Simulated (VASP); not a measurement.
Input of a VASP 6.6.1 run:

INCAR

```
PREC = Accurate
ENCUT = 520
EDIFF = 1E-6
ISMEAR = -1
SIGMA = 0.002
LREAL = Auto
LASPH = T
NELM = 80
ALGO = Normal
ISIF = 2
LWAVE = F
LCHARG = T
GGA = PS
LELF = T
LVHAR = T
NBANDS = 46
```

KPOINTS

```
regular mesh
0
Gamma
  1 1 1
```

POSCAR

```
HCl
1.0
    7.4168600000      0.0000000000      0.0000000000
    0.0000000000      7.4168600000      0.0000000000
    0.0000000000      0.0000000000      7.4168600000
Cl H
8 8
Direct
    1.0328899292      0.0958896352      0.1014175810
    0.4984993650      0.7133476970      0.6527964664
    0.1385357146      0.7566139849      0.3673657046
    0.9522628174      0.5733828062      0.9253646422
    0.4276068309      0.3915133898      0.0572074975
    0.2195807930      0.3489751728      0.6282847458
    0.7273023894      0.3092144115      0.4895333065
    0.6645534633      0.8683998350      0.1463422527
    1.0306248197      0.2210639004     -0.0275588322
    0.3890999695      0.7644474886      0.5216897717
    0.2277109181      0.6729936927      0.2448475500
    0.8302435262      0.6589176552      1.0213216914
    0.3181400215      0.3590333376     -0.0723351931
    0.3265128370      0.4808773524      0.6744228690
    0.8978462584      0.3281981863      0.4603835046
    0.8068778432      0.9829766235      0.1343155999
```

Potentials or basis: VASP PAW PBE potentials, release 64 (Cl, H).

Run with:

```console
$ cat potpaw_PBE.64/Cl/POTCAR potpaw_PBE.64/H/POTCAR > POTCAR
$ mpirun -np 1 vasp_gam > vasp.out
```

**Question.** Estimate the largest force.

**Answer.** 1.114 eV/Å.

**Question.** Predict the pressure.

**Answer.** 0.3 GPa.

Forces in eV/Å, atoms in the order of the input:
```
Cl   0.532  0.788 -0.581
Cl  -0.144  0.064 -0.107
Cl  -0.147  0.186  0.246
Cl   0.053 -0.103 -0.130
Cl   0.405  0.176  0.544
Cl  -0.308 -0.528  0.185
Cl   0.090 -0.091 -0.102
Cl   0.277  0.141  0.005
H   -0.272 -0.471  0.618
H    0.095 -0.095  0.276
H    0.161 -0.257 -0.380
H   -0.091  0.141  0.098
H   -0.278 -0.133 -0.422
H    0.337  0.531 -0.181
H   -0.053  0.058  0.001
H   -0.658 -0.407 -0.069
```

Caveat: the k points lie up to 0.85 Å⁻¹ apart; the atoms stand as in a frame of molecular dynamics; the PAW data sets were made with another functional, which shifts forces and pressure a little.
